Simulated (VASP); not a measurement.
# LiCl (P4_2/mbc) in VASP: single point with PBE

Aim: the single point of LiCl with PBE.

Program: VASP 6.6.1. These are calculated values, not measurements. Logs are shortened: lines on timing, memory, paths and dates and some standing lists are left out, and cuts for length are marked.

### 1 The cell of the first run

The typed cell holds 16 atoms: a = 8.339 Å, b = 8.339 Å, c = 5.187 Å, α = 90.00°, β = 90.00°, γ = 90.00°.

The cell was built from a structure type or drawn by symmetry, and may not be a known phase.

### 2 Single point, PBE

File INCAR:

```
SYSTEM = LiCl
ALGO = Normal
EDIFF = 1E-6
ENCUT = 520
GGA = PE
ISIF = 2
ISMEAR = 0
LASPH = .True.
LCHARG = .True.
LELF = .True.
LREAL = Auto
LVHAR = .True.
LWAVE = .False.
NBANDS = 54
NELM = 100
PREC = Accurate
SIGMA = 0.02
```

File KPOINTS:

```
k-points
0
Gamma
  4 4 6
  0 0 0
```

File POSCAR:

```
LiCl
1.0
    8.3394806307      0.0000000000      0.0000000000
    0.0000000000      8.3394806307      0.0000000000
    0.0000000000      0.0000000000      5.1869643518
Li Cl
8 8
Direct
    0.6424705774      0.6421228356      0.0000000000
    0.8578771644      0.8575294226      0.5000000000
    0.3575294226      0.3578771644      0.0000000000
    0.1421228356      0.1424705774      0.5000000000
    0.6421228356      0.3575294226      0.5000000000
    0.8575294226      0.1421228356      0.0000000000
    0.3578771644      0.6424705774      0.5000000000
    0.1424705774      0.8578771644      0.0000000000
    0.1517089225      0.8486721080      0.5000000000
    0.3486721080      0.6517089225      0.0000000000
    0.8482910775      0.1513278920      0.5000000000
    0.6513278920      0.3482910775      0.0000000000
    0.1513278920      0.1517089225      0.0000000000
    0.3482910775      0.3486721080      0.5000000000
    0.8486721080      0.8482910775      0.0000000000
    0.6517089225      0.6513278920      0.5000000000
```

Potentials or basis: VASP PAW PBE potentials, release 64 (Li_sv, Cl).

Launch:

```
cat potpaw_PBE.64/Li_sv/POTCAR potpaw_PBE.64/Cl/POTCAR > POTCAR
mpirun -np 1 vasp_std > vasp.out
```

OUTCAR:

```text
SYSTEM = LiCl
   EDIFF = 1E-6
   ENCUT = 520
   GGA = PE
   ISIF = 2
   ISMEAR = 0
   LASPH = .True.
   LREAL = Auto
   NELM = 100
   PREC = Accurate

 ion  position               nearest neighbor table
   1  0.642  0.642  0.000-  15 2.43  10 2.45  12 2.45  16 2.60  16 2.60
   2  0.858  0.858  0.500-  16 2.43  11 2.45   9 2.45  15 2.60  15 2.60
   3  0.358  0.358  0.000-  13 2.43  12 2.45  10 2.45  14 2.60  14 2.60
   4  0.142  0.142  0.500-  14 2.43   9 2.45  11 2.45  13 2.60  13 2.60
   5  0.642  0.358  0.500-  11 2.43  16 2.45  14 2.45  12 2.60  12 2.60
   6  0.858  0.142  0.000-  12 2.43  13 2.45  15 2.45  11 2.60  11 2.60
[... 8 lines left out ...]
  15  0.849  0.848  0.000-   1 2.43   8 2.45   6 2.45   2 2.60   2 2.60
  16  0.652  0.651  0.500-   2 2.43   5 2.45   7 2.45   1 2.60   1 2.60

  LATTYP: Found a simple tetragonal cell.
 ALAT       =     8.3394806307
 C/A-ratio  =     0.6219769050

  Lattice vectors:

 A1 = (   8.3394806307,   0.0000000000,   0.0000000000)
 A2 = (   0.0000000000,   8.3394806307,   0.0000000000)
 A3 = (   0.0000000000,   0.0000000000,   5.1869643518)

Analysis of symmetry for initial positions (statically):
=====================================================================
 Subroutine PRICEL returns:
 Original cell was already a primitive cell.

 Routine SETGRP: Setting up the symmetry group for a
 simple tetragonal supercell.

 Subroutine GETGRP returns: Found 16 space group operations
 (whereof  4 operations were pure point group operations)
 out of a pool of 16 trial point group operations.

The static configuration has the point symmetry C_2h.
 The point group associated with its full space group is D_4h.

Analysis of symmetry for dynamics (positions and initial velocities):
=====================================================================
 Subroutine PRICEL returns:
 Original cell was already a primitive cell.

 Routine SETGRP: Setting up the symmetry group for a
 simple tetragonal supercell.

 Subroutine GETGRP returns: Found 16 space group operations
 (whereof  4 operations were pure point group operations)
 out of a pool of 16 trial point group operations.

The dynamic configuration has the point symmetry C_2h.
 The point group associated with its full space group is D_4h.

 Subroutine INISYM returns: Found 16 space group operations
 (whereof  4 operations are pure point group operations),
 and found     1 'primitive' translations

----------------------------------------------------------------------------------------

                                     Primitive cell

  volume of cell :     360.7375

  direct lattice vectors                    reciprocal lattice vectors
     8.339480631  0.000000000  0.000000000     0.119911544  0.000000000  0.000000000
     0.000000000  8.339480631  0.000000000     0.000000000  0.119911544  0.000000000
     0.000000000  0.000000000  5.186964352     0.000000000  0.000000000  0.192790991

  length of vectors
     8.339480631  8.339480631  5.186964352     0.119911544  0.119911544  0.192790991

  position of ions in fractional coordinates (direct lattice)
     0.642470577  0.642122836  0.000000000
     0.857877164  0.857529423  0.500000000
     0.357529423  0.357877164  0.000000000
     0.142122836  0.142470577  0.500000000
     0.642122836  0.357529423  0.500000000
     0.857529423  0.142122836  0.000000000
[... 8 lines left out ...]
     0.848672108  0.848291078  0.000000000
     0.651708922  0.651327892  0.500000000

  ion indices of the primitive-cell ions
   primitive index   ion index
                 1           1
                 2           2
                 3           3
                 4           4
                 5           5
                 6           6
[... 8 lines left out ...]
                15          15
                16          16

----------------------------------------------------------------------------------------

 KPOINTS: k-points

Automatic generation of k-mesh.
 Grid dimensions read from file:
 generate k-points for:    4    4    6

 Generating k-lattice:

  Cartesian coordinates                     Fractional coordinates (reciprocal lattice)
     0.029977886  0.000000000  0.000000000     0.250000000  0.000000000  0.000000000
     0.000000000  0.029977886  0.000000000     0.000000000  0.250000000  0.000000000
     0.000000000  0.000000000  0.032131832     0.000000000  0.000000000  0.166666667

  Length of vectors
     0.029977886  0.029977886  0.032131832

  Shift w.r.t. Gamma in fractional coordinates (k-lattice)
     0.000000000  0.000000000  0.000000000

 Subroutine IBZKPT returns following result:
 ===========================================

 Found     24 irreducible k-points:

 Following reciprocal coordinates:
            Coordinates               Weight
  0.000000  0.000000  0.000000      1.000000
  0.250000  0.000000  0.000000      4.000000
  0.500000  0.000000  0.000000      2.000000
  0.250000  0.250000  0.000000      4.000000
  0.500000  0.250000  0.000000      4.000000
  0.500000  0.500000  0.000000      1.000000
[... 16 lines left out ...]
  0.500000  0.250000  0.500000      4.000000
  0.500000  0.500000  0.500000      1.000000
   k-points           NKPTS =     24   k-points in BZ     NKDIM =     24   number of bands    NBANDS=     54
   number of dos      NEDOS =    301   number of ions     NIONS =     16
   total plane-waves  NPLWV = 163840
   dimension x,y,z NGX =    64 NGY =   64 NGZ =   40
   dimension x,y,z NGXF=   128 NGYF=  128 NGZF=   80
   ions per type =               8   8
   NGX,Y,Z   is equivalent  to a cutoff of  12.76, 12.76, 12.82 a.u.
   NGXF,Y,Z  is equivalent  to a cutoff of  25.52, 25.52, 25.64 a.u.
 SYSTEM =  LiCl
   PREC   = accura    normal or accurate (medium, high low for compatibility)
   ISTART =      0    job   : 0-new  1-cont  2-samecut
   ICHARG =      2    charge: 1-file 2-atom 10-const
   ISPIN  =      1    spin polarized calculation?
   LNONCOLLINEAR =      F non collinear calculations
   LSORBIT =      F    spin-orbit coupling
   LASPH  =      T    aspherical Exc in radial PAW
   ENCUT  =  520.0 eV  38.22 Ry    6.18 a.u.  15.51 15.51  9.64*2*pi/ulx,y,z
   NELM   =    100;   NELMIN=  2; NELMDL= -5     # of ELM steps
   EDIFF  = 0.1E-05   stopping-criterion for ELM
   LREAL  =      T    real-space projection
   EDIFFG = 0.1E-04   stopping-criterion for IOM
   NSW    =      0    number of steps for IOM
   IBRION =     -1    ionic relax: 0-MD 1-quasi-New 2-CG
   NFREE  =      0    steps in history (QN), initial steepest desc. (CG)
   ISIF   =      2    stress and relaxation
   ISYM   =      2    0-nonsym 1-usesym 2-fastsym
   POTIM  = 0.5000    time-step for ionic-motion
   TEBEG  =    0.0;   TEEND  =   0.0 temperature during run
   PSTRESS=    0.0 pullay stress
   NELECT =      80.0000    total number of electrons
   NUPDOWN=      -1.0000    fix difference up-down
   EMIN   =  10.00;   EMAX   =-10.00  energy-range for DOS
   EFERMI =   0.00;   METHOD = LEGACY
   ISMEAR =     0;   SIGMA  =   0.02  broadening in eV -4-tet -1-fermi 0-gaus
   EFERMI_NEDOS =   21; number of points for ismear=-14 and -15
   IALGO  =     38    algorithm
   IMIX   =      4    mixing-type and parameters
     AMIX     =   0.40;   BMIX     =  1.00
     AMIX_MAG =   1.60;   BMIX_MAG =  1.00
  volume/ion in A,a.u.               =      22.55       152.15
  Fermi-wavevector in a.u.,A,eV,Ry     =   0.990926  1.872578 13.360018  0.981934
  Thomas-Fermi vector in A             =   2.122631
   LORBIT       =      0    0 simple, 1 ext, 2 COOP (PROOUT), +10 PAW based schemes
   GGA     = PE    functional components
   LHFCALC =     F    Hartree Fock is set to
   AEXX    =    0.0000 exact exchange contribution
   IVDW    =     0    specifies the selected vdW correction
   LEPSILON=     F    determine dielectric tensor
   LRPA    =     F    only Hartree local field effects (RPA)
 non-spin polarized calculation
 Gauss-broadening in eV      SIGMA  =   0.02
  energy-cutoff  :      520.00
  volume of cell :      360.74
 maximum number of plane-waves:      9748
 NGX is ok and might be reduce to    64
   NGX = 31   NGY = 31   NGZ = 19

 number of electron      79.9999974 magnetization

 Free energy of the ion-electron system (eV)
  ---------------------------------------------------
  ext. energy  EPLUGINS =         0.00000000
  ---------------------------------------------------
  free energy    TOTEN  =       -58.83278710 eV

  energy without entropy =      -58.83278710  energy(sigma->0) =      -58.83278710

 E-fermi :  -1.0766     XC(G=0):  -7.1757

 val. band max:       -1.2491526995   @ k =   0.0000   0.0000   0.0000
 cond. band min:       4.1786792917   @ k =   0.0000   0.0000   0.0000
 fundamental gap:      5.4278319912
 Fermi energy:        -1.0766224898

 k-point     1 :       0.0000    0.0000    0.0000
  band No.  band energies     occupation
      1     -44.8014      2.00000
      2     -44.8003      2.00000
      3     -44.7988      2.00000
      4     -44.7988      2.00000
      5     -44.7985      2.00000
      6     -44.7978      2.00000
[... 44 lines left out ...]
     51       7.5067      0.00000
     52       7.9944      0.00000

 k-point     2 :       0.2500    0.0000    0.0000
  band No.  band energies     occupation
      1     -44.8013      2.00000
      2     -44.8006      2.00000
      3     -44.7987      2.00000
      4     -44.7986      2.00000
      5     -44.7986      2.00000
      6     -44.7979      2.00000
[... 44 lines left out ...]
     51       7.6071      0.00000
     52       7.7687      0.00000
[... 1153 lines left out ...]
     51       7.6321      0.00000
     52       7.6321      0.00000

 k-point    24 :       0.5000    0.5000    0.5000
  band No.  band energies     occupation
      1     -44.7995      2.00000
      2     -44.7995      2.00000
      3     -44.7995      2.00000
      4     -44.7995      2.00000
      5     -44.7983      2.00000
      6     -44.7983      2.00000
[... 44 lines left out ...]
     51       7.8398      0.00000
     52       7.8411      0.00000
 [bands above 52 left out]

------------------------ aborting loop because EDIFF is reached ----------------------------------------

  FORCE on cell =-STRESS in cart. coord.  units (eV):
  Direction    XX          YY          ZZ          XY          YZ          ZX
  --------------------------------------------------------------------------------------
  -------------------------------------------------------------------------------------
  Total       -0.1335400     -0.1335400     -0.1971902      0.0000000     -0.0000000      0.0000000
  in kB       -0.5931036     -0.5931036     -0.8757996      0.0000000     -0.0000000      0.0000000
  external PRESSURE =      -0.6873356 kB  Pullay stress =       0.0000000 kB

 VOLUME and BASIS-vectors are now :
 -----------------------------------------------------------------------------
  energy-cutoff  :      520.00
  volume of cell :      360.74
      direct lattice vectors                 reciprocal lattice vectors
     8.339480631  0.000000000  0.000000000     0.119911544  0.000000000  0.000000000
     0.000000000  8.339480631  0.000000000     0.000000000  0.119911544  0.000000000
     0.000000000  0.000000000  5.186964352     0.000000000  0.000000000  0.192790991

 POSITION                                       TOTAL-FORCE (eV/Angst)
 -----------------------------------------------------------------------------------
      5.35787      5.35497      0.00000         0.000487      0.001520     -0.000000
      7.15425      7.15135      2.59348        -0.001520     -0.000487     -0.000000
      2.98161      2.98451      0.00000        -0.000487     -0.001520      0.000000
      1.18523      1.18813      2.59348         0.001520      0.000487      0.000000
      5.35497      2.98161      2.59348         0.001520     -0.000487     -0.000000
      7.15135      1.18523      0.00000        -0.000487      0.001520      0.000000
[... 8 lines left out ...]
      7.07748      7.07431      0.00000        -0.001996     -0.001606     -0.000000
      5.43491      5.43174      2.59348         0.001606      0.001996     -0.000000
 -----------------------------------------------------------------------------------
    total drift:                               -0.000000      0.000000      0.000000

  FREE ENERGIE OF THE ION-ELECTRON SYSTEM (eV)
  ---------------------------------------------------
  free  energy   TOTEN  =       -58.8327870951 eV

  energy  without entropy=      -58.8327870951  energy(sigma->0) =      -58.83278710
```

It took 14 min on 1 thread of Intel Xeon 8259CL, shared host; peak memory 0.57 GiB.

Results:

```
Free energy            : -58.8328 eV
Band gap on the k mesh : 5.43 eV
```

Forces on the atoms (eV/Å):
```
Li   0.000  0.002  0.000
Li  -0.002  0.000  0.000
Li   0.000 -0.002  0.000
Li   0.002  0.000  0.000
Li   0.002  0.000  0.000
Li   0.000  0.002  0.000
Li  -0.002  0.000  0.000
Li   0.000 -0.002  0.000
Cl   0.002 -0.002  0.000
Cl  -0.002  0.002  0.000
Cl  -0.002  0.002  0.000
Cl   0.002 -0.002  0.000
Cl   0.002  0.002  0.000
Cl  -0.002 -0.002  0.000
Cl  -0.002 -0.002  0.000
Cl   0.002  0.002  0.000
```

Levels at points of the mesh, in eV from the valence-band top:
```csv
k point,band 38,band 39,band 40,band 41,band 42,band 43
"(0.00, 0.00, 0.00)",-0.40,-0.40,0.00,5.43,7.42,7.95
"(0.50, 0.00, 0.00)",-0.51,-0.27,-0.27,6.22,6.22,8.00
"(0.50, 0.50, 0.00)",-0.44,-0.37,-0.37,6.50,6.50,7.25
"(0.00, 0.00, 0.50)",-0.24,-0.24,-0.24,7.18,7.18,7.37
"(0.50, 0.00, 0.50)",-0.22,-0.22,-0.22,7.03,7.03,7.03
"(0.50, 0.50, 0.50)",-0.20,-0.20,-0.20,6.80,6.80,6.80
```

Caveat: the cutoff is under 1.25 times the usual one of these potentials, so pressure, stress and relaxed cells hold a basis-set (Pulay) error.
